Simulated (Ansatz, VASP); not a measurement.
**Two plane-wave programs on Be2ZnO3**

```
CELL_PARAMETERS angstrom
2.49218 -4.36623 0.00238
2.49218 4.36623 0.00238
-1.51755 0.00000 4.68014
ATOMIC_POSITIONS crystal
Be 0.58898 0.42141 0.00047
Be 0.25407 0.73811 0.99934
Be 0.42141 0.58898 0.50047
Be 0.73811 0.25407 0.49934
Zn 0.91696 0.09095 0.00929
Zn 0.09095 0.91696 0.50929
O 0.33865 0.49782 0.13872
O 0.95558 0.73763 0.09374
O 0.58110 0.12874 0.13344
O 0.49782 0.33865 0.63872
O 0.73763 0.95558 0.59374
O 0.12874 0.58110 0.63344
```

Alike in both runs: functional PBE; k mesh 6 × 6 × 6; occupations gaussian, width 0.02 eV; no spin polarisation.

Ansatz relaxed the structure, and its values are those at the end. VASP's run is a single point on that final structure, the one shown.

|  | VASP | Ansatz |
| --- | --- | --- |
| version | VASP 6.6.1 | Ansatz 0.2.0 |
| potentials or method | VASP PAW PBE potentials, release 64 (Be, Zn, O), cutoff 520 eV | scalar-relativistic, plane waves, PAW |
| valence electrons in the cell | 68 | 68 |

|  | VASP | Ansatz | Ansatz less VASP |
| --- | --- | --- | --- |
| gap on the k mesh at the Fermi level (eV) | 3.55 | 3.55 | +0.005 |
| least direct gap on the mesh (eV) | 3.55 | 3.55 | +0.005 |
| pressure (GPa) | 0.7 | 0.0 | -0.73 |
| rms of the force components (eV/Å) | 0.024 | 0.000 | -0.0242 |

With one functional, cell and mesh, what is left measures potentials, basis and numerics.
